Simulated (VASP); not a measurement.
Here is a VASP 6.6.1 calculation.

Contents of INCAR:

```
PREC = Accurate ; ENCUT = 520
EDIFF = 1E-6 ; ISMEAR = -1
SIGMA = 0.01 ; LREAL = Auto
LASPH = T ; NELM = 100
ALGO = Normal ; ISIF = 2
LWAVE = F ; LCHARG = F
GGA = PE ; NELECT = 208.0
NBANDS = 122
```

KPOINTS

```
Automatic mesh
0
Gamma
  4 4 2
```

POSCAR

```
W8S15Br
1.0
    6.3600000000      0.0000000000      0.0000000000
   -3.1800000000      5.5079215680      0.0000000000
    0.0000000000      0.0000000000     12.5000000000
W Br S
8 1 15
Direct
    0.1666666667      0.3333333333      0.2495074187
    0.1663150350      0.8331575175      0.2494544274
    0.6668424825      0.3336849650      0.2494544274
    0.6668424825      0.8331575175      0.2494544274
    0.3356130166      0.1643869834      0.7519458023
    0.3356130166      0.6712260332      0.7519458023
    0.8287739668      0.1643869834      0.7519458023
    0.8333333333      0.6666666667      0.7528547404
    0.1666666667      0.3333333333      0.6078274052
    0.1655684871      0.8327842436      0.6265413673
    0.6672157564      0.3344315129      0.6265413673
    0.6672157564      0.8327842436      0.6265413673
    0.3332699624      0.1667300376      0.1240991784
    0.3332699624      0.6665399248      0.1240991784
    0.8334600752      0.1667300376      0.1240991784
    0.8333333333      0.6666666667      0.1239150101
    0.1666666667      0.3333333333      0.8743143734
    0.1694247479      0.8347123739      0.8787912587
    0.6652876261      0.3305752521      0.8787912587
    0.6652876261      0.8347123739      0.8787912587
    0.3336046053      0.1663953947      0.3746873071
    0.3336046053      0.6672092105      0.3746873071
    0.8327907895      0.1663953947      0.3746873071
    0.8333333333      0.6666666667      0.3750230284
```

Potentials or basis: VASP PAW PBE potentials, release 64 (W_sv, Br, S).

The run is started by

```console
$ cat potpaw_PBE.64/W_sv/POTCAR potpaw_PBE.64/Br/POTCAR potpaw_PBE.64/S/POTCAR > POTCAR
$ mpirun -np 1 vasp_std > vasp.out
```

Q: What does it give for the largest force?

A: 0.019 eV/Å.

Forces on the atoms (eV/Å):
```
W    0.000  0.000 -0.002
W    0.000  0.000 -0.004
W    0.000  0.000 -0.004
W    0.000  0.000 -0.004
W    0.011 -0.006  0.014
W    0.000  0.012  0.014
W   -0.011 -0.006  0.014
W    0.000  0.000  0.002
Br   0.000  0.000 -0.015
S    0.001  0.000 -0.001
S    0.000 -0.001 -0.001
S   -0.001  0.000 -0.001
S   -0.001  0.000 -0.005
S    0.000 -0.001 -0.005
S    0.001  0.000 -0.005
S    0.000  0.000 -0.004
S    0.000  0.000  0.006
S    0.000  0.000 -0.005
S    0.000  0.000 -0.005
S    0.000  0.000 -0.005
S    0.000  0.000  0.005
S    0.000  0.000  0.005
S    0.000  0.000  0.005
S    0.000  0.000  0.003
```

Caveat: the cell carries a net charge on a neutralising background, which shifts energy and pressure.
